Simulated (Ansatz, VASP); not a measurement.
CuO in VASP and in Ansatz

Contents of INCAR:

```
PREC     = Accurate       # precision mode
ENCUT    = 520            # plane-wave cutoff, eV
EDIFF    = 1E-6           # SCF threshold, eV
ISMEAR   = 0              # smearing method
SIGMA    = 0.02           # smearing width, eV
LREAL    = F              # projectors in reciprocal space
LASPH    = T              # aspherical terms in the spheres
NELM     = 150            # most SCF steps
ALGO     = Normal         # electronic algorithm
ISIF     = 2              # what is computed and relaxed
LWAVE    = F              # write WAVECAR
LCHARG   = F              # write CHGCAR
ISPIN    = 2              # spin polarisation
MAGMOM   = 1 1 1 1 0 0 0 0 # initial moments
LORBIT   = 11             # projections on sites
LMAXMIX  = 4              # l up to which the mixer works
LDAU     = T              # DFT+U
LDAUTYPE = 2            
LDAUL    = 2 -1           # shell
LDAUU    = 4 0            # U, eV
LDAUJ    = 0 0          
LDAUPRINT= 1            
GGA      = PE             # functional
NBANDS   = 48             # bands
```

KPOINTS

```
regular mesh
0
Gamma
  4 7 4
```

POSCAR

```
CuO
1.0
    4.6530000000     -3.4100000000      0.0000000000
    2.3265000000      1.7050000000      0.0000000000
   -0.8413000000      0.0000000000      5.0382400000
Cu O
4 4
Direct
    0.0000000000      0.5000000000      0.0000000000
    0.5000000000      0.5000000000      0.0000000000
    0.2500000000      0.0000000000      0.5000000000
    0.7500000000      0.0000000000      0.5000000000
    0.0420000000      0.9160000000      0.7500000000
    0.5420000000      0.9160000000      0.7500000000
    0.4580000000      0.0840000000      0.2500000000
    0.9580000000      0.0840000000      0.2500000000
```

Input for Ansatz:

```yaml
crystal:
  lattice:
    - [4.653, -3.41, 0.0]
    - [2.3265, 1.705, 0.0]
    - [-0.8413, 0.0, 5.03824]
  atoms:
    - { symbol: Cu, position: [0.0, 0.5, 0.0], spin: 1.0 }
    - { symbol: Cu, position: [0.5, 0.5, 0.0], spin: 1.0 }
    - { symbol: Cu, position: [0.25, 0.0, 0.5], spin: 1.0 }
    - { symbol: Cu, position: [0.75, 0.0, 0.5], spin: 1.0 }
    - { symbol: O, position: [0.042, 0.916, 0.75] }
    - { symbol: O, position: [0.542, 0.916, 0.75] }
    - { symbol: O, position: [0.458, 0.084, 0.25] }
    - { symbol: O, position: [0.958, 0.084, 0.25] }
magnetization:
  spin_polarized: true
hamiltonian:
  xc: pbe
  pseudopotentials: { kind: paw }
  hubbard: { sites: [{ species: Cu, l: d, u_eff: 4.0 }] }
basis:
  ecutwfc: 420
kpoints:
  mp_grid: { grid: [4, 7, 4] }
scf:
  occupations: { method: gaussian, width: 0.02 }
  lower_state_search: "off"
output:
  forces: true
  stress: true
```

Alike in both runs: task single point; functional PBE; k mesh 4 × 7 × 4; occupations gaussian, width 0.02 eV; collinear spin; Hubbard terms Cu d U = 4.0 eV.

|  | VASP | Ansatz |
| --- | --- | --- |
| version | VASP 6.6.1 | Ansatz 0.2.0 |
| potentials or method | VASP PAW PBE potentials, release 64 (Cu, O), cutoff 520 eV | PAW, plane waves, scalar-relativistic |
| valence electrons in the cell | 68 | 100 |

```tsv
	VASP	Ansatz	Ansatz less VASP
gap on the k mesh at the Fermi level (eV)	0.04	0.34	+0.294
pressure (GPa)	7.3	10.2	+2.93
traceless stress, the component that is largest in VASP (GPa)	0.37	0.84	+0.469
rms of the force components (eV/Å)	0.025	0.021	-0.0036
net moment per atom (μB)	0.50	0.00	-0.500
size of the moment on the site where the two differ most (μB)	0.30	0.00	-0.298
```

The net moments are unlike, so the other rows may belong to different states. Site moments also hang on the region over which each program counts them. The programs project onto different local orbitals, so the same U acts differently, and such runs can settle in different states. Atom by atom the forces differ by 0.004 eV/Å (rms over components). VASP's potentials hold 68 valence electrons a cell and Ansatz's 100, so a difference there can come from the potentials and not from the codes. Ansatz's warnings: seeded moment not kept.
